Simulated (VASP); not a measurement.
Runs of VASP 6.6.1 on SnTe3. The structure is cubic, space group Fm-3m (No. 225). The conventional cell has a = 7.722 Å, b = 7.722 Å, c = 7.722 Å, α = 90.00°, β = 90.00°, γ = 90.00°. Sn (site symmetry m-3m) has 14 Te at 3.34 to 3.86 Å within 4.4 Å. Within 4.4 Å of Te (site symmetry -43m) lie 4 Sn at 3.34 Å and 10 Te at 3.34 to 3.86 Å. Te (site symmetry m-3m) has 8 Te at 3.34 Å and 6 Sn at 3.86 Å within 4.4 Å. 

```tsv
level	potentials or basis	gap on the mesh (eV)	pressure (GPa)
BLYP	VASP PAW PBE potentials, release 64 (Sn_d, Te)	none	5.9
revPBE	VASP PAW PBE potentials, release 64 (Sn_d, Te)	none	(a)
LDA	VASP PAW LDA potentials, release 64 (Sn_d, Te)	none	-3.5
r2SCAN	VASP PAW PBE potentials, release 64 (Sn_d, Te)	none	0.4
```

Alike in all rows: task single point; no spin polarisation; cell as given; k mesh 4 × 4 × 4; cutoff (eV) 520; smearing fermi-dirac 0.05 eV.

Task: Estimate the missing entries.

Result: (a) 1.3.

Caveats: spin-orbit coupling is left out, which moves the levels of the heavy elements; the PAW data sets were made with another functional, which shifts forces and pressure a little (some runs).

A k mesh can miss the band edges, and the runs leave out spin-orbit coupling on Sn, Te.

A gap of «none» marks levels without a gap at the run's occupations.
